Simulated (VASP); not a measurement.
Input of a VASP 6.6.1 run:

Contents of INCAR:

```
PREC     = Accurate       # precision mode
ENCUT    = 520            # plane-wave cutoff, eV
EDIFF    = 1E-6           # SCF threshold, eV
ISMEAR   = -1             # smearing method
SIGMA    = 0.05           # smearing width, eV
LREAL    = F              # projectors in reciprocal space
LASPH    = T              # aspherical terms in the spheres
NELM     = 80             # most SCF steps
ALGO     = Normal         # electronic algorithm
ISIF     = 2              # what is computed and relaxed
LWAVE    = F              # write WAVECAR
LCHARG   = F              # write CHGCAR
GGA      = RP             # functional
NBANDS   = 16             # bands
```

Contents of KPOINTS:

```
Automatic mesh
0
Gamma
  12 12 6
```

Contents of POSCAR:

```
BN
1.0
    2.5539396017      0.0000000000      0.0000000000
   -1.2769698009      2.2117765748      0.0000000000
    0.0000000000      0.0000000000      4.2268550000
N B
2 2
Direct
    0.3333333333      0.6666666667      0.1252760000
    0.6666666667      0.3333333333      0.6252760000
    0.3333333333      0.6666666667      0.4997240000
    0.6666666667      0.3333333333      0.9997240000
```

Potentials or basis: VASP PAW PBE potentials, release 64 (N, B).

Run with:

```sh
$ cat potpaw_PBE.64/N/POTCAR potpaw_PBE.64/B/POTCAR > POTCAR
$ mpirun -np 1 vasp_std > vasp.out
```

Problem. Predict the pressure.

Solution. 5.9 GPa.

Problem. Estimate the band gap on the k mesh.

Solution. 5.27 eV, indirect (least direct gap 8.29 eV).

Problem. Estimate the largest force.

Solution. 0.011 eV/Å.

Stress tensor (GPa, compression positive):
```
6.27 0.00 0.00
0.00 6.27 0.00
0.00 0.00 5.29
```

Caveat: the PAW data sets were made with another functional, which shifts forces and pressure a little. Expect the measured gap to be larger: semilocal functionals such as RPBE lack the derivative discontinuity.
